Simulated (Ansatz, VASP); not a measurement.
Given: the input of a run of VASP 6.6.1 on MnHg.

File INCAR:

```
ALGO = Normal
EDIFF = 1E-6
ENCUT = 680
GGA = PE
GGA_COMPAT = False
ISIF = 2
ISMEAR = -1
ISPIN = 2
LASPH = True
LCHARG = False
LMAXMIX = 4
LORBIT = 11
LREAL = False
LWAVE = False
MAGMOM = 0 3
NBANDS = 28
NELM = 200
NUPDOWN = 3.0
PREC = Accurate
SIGMA = 0.05
```

The input KPOINTS:

```
k-points
0
Gamma
  7 7 7
```

The input POSCAR:

```
MnHg
1.0
    3.3150000000      0.0000000000      0.0000000000
    0.0000000000      3.3150000000      0.0000000000
    0.0000000000      0.0000000000      3.3150000000
Hg Mn
1 1
Direct
    0.0000000000      0.0000000000      0.0000000000
    0.5000000000      0.5000000000      0.5000000000
```

Potentials or basis: VASP PAW PBE potentials, release 64 (Hg_sv_GW, Mn_sv).

Launch:

```sh
$ cat potpaw_PBE.64/Hg_sv_GW/POTCAR potpaw_PBE.64/Mn_sv/POTCAR > POTCAR
$ mpirun -np 1 vasp_std > vasp.out
```

Task: Translate it to Ansatz 0.2.0. Potentials there: Ansatz PAW.

Result: As run (the cutoff follows the program's own potentials):

Contents of input.yaml:

```yaml
crystal:
  lattice:
    - [3.315, 0.0, 0.0]
    - [0.0, 3.315, 0.0]
    - [0.0, 0.0, 3.315]
  atoms:
    - { symbol: Hg, position: [0.0, 0.0, 0.0] }
    - { symbol: Mn, position: [0.5, 0.5, 0.5], spin: 3.0 }
hamiltonian:
  xc: pbe
  pseudopotentials: { kind: paw }
magnetization:
  spin_polarized: true
  initial_magnetization: 3.0
  spin_locking: { lock_magnetization: hard }
kpoints:
  mp_grid: { grid: [7, 7, 7] }
scf:
  occupations: { method: fermi_dirac, width: 0.05 }
  lower_state_search: "off"
output:
  forces: true
  stress: true
  eigenvalues: true
```

Potentials or basis: Ansatz PAW.

Command:

```bash
$ ansatz run input.yaml --threads 2 --pin off --max-ram 5632MiB --backend cpu --events-out ev --progress --plain --runs-dir out
```

Both were run:

|  | VASP | Ansatz | Ansatz less VASP |
| --- | --- | --- | --- |
| pressure (GPa) | -6.0 | -5.5 | +0.44 |
| net moment per atom (μB) | 1.50 | 1.50 | 0.000 |
| size of the moment on the site where the two differ most (μB) | 3.05 | 3.20 | +0.156 |

Site moments also hang on the region over which each program counts them. The functional is the same, so the differences come from potentials, cutoffs and numerics.

Neither program's run includes spin-orbit coupling.
